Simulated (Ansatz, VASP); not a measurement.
**Two plane-wave programs on Al**

The input INCAR:

```
PREC = Accurate
ENCUT = 600
EDIFF = 1E-7
ISMEAR = -1
SIGMA = 0.1
LREAL = False
LASPH = True
NELM = 80
ALGO = Normal
ISIF = 3
LWAVE = False
LCHARG = False
GGA = CA
IBRION = 2
NSW = 80
EDIFFG = -0.01
```

KPOINTS

```
regular mesh
0
Gamma
  14 14 14
```

Contents of POSCAR:

```
Al
1.0
   -1.6070768880      1.6070768880      1.6070768880
    1.6070768880     -1.6070768880      1.6070768880
    1.6070768880      1.6070768880     -1.6070768880
Al
1
Direct
    0.0000000000      0.0000000000      0.0000000000
```

Input for Ansatz:

```yaml
crystal:
  lattice:
    - [-1.607076888, 1.607076888, 1.607076888]
    - [1.607076888, -1.607076888, 1.607076888]
    - [1.607076888, 1.607076888, -1.607076888]
  atoms:
    - { symbol: Al, position: [0.0, 0.0, 0.0] }
hamiltonian:
  xc: lda
  pseudopotentials:
    kind: paw
    azcp:
      Al: "pseudopotentials/Al.paw.azcp"
basis:
  ecutwfc: 420
  fft_grid_basis: typed
kpoints:
  mp_grid: { grid: [14, 14, 14], shift: [0, 0, 0] }
magnetization:
  spin_polarized: false
scf:
  occupations: { method: fermi_dirac, width: 0.1 }
relax:
  max_steps: 60
  f_tol: 0.01
  cell: {}
```

Alike in both runs: task relaxation of cell and atoms; functional LDA; k mesh 14 × 14 × 14; occupations fermi-dirac, width 0.1 eV; no spin polarisation.

|  | VASP | Ansatz |
| --- | --- | --- |
| version | VASP 6.6.1 | Ansatz 0.2.0 |
| potentials or method | VASP PAW LDA potentials, release 64 (Al), cutoff 600 eV | plane waves (420 eV) with PAW, scalar-relativistic |
| valence electrons in the cell | 3 | 3 |

```csv
,VASP,Ansatz,Ansatz less VASP
relaxed volume (Å³/atom),16.24,16.24,+0.002
relaxed cell length with the largest relative difference (Å),2.763,2.763,+0.0001
```

Ansatz warns that its potentials were made for another functional, while VASP's fit it. LDA's correlation is that of Perdew and Zunger in VASP and of Perdew and Wang (1992) in Ansatz.
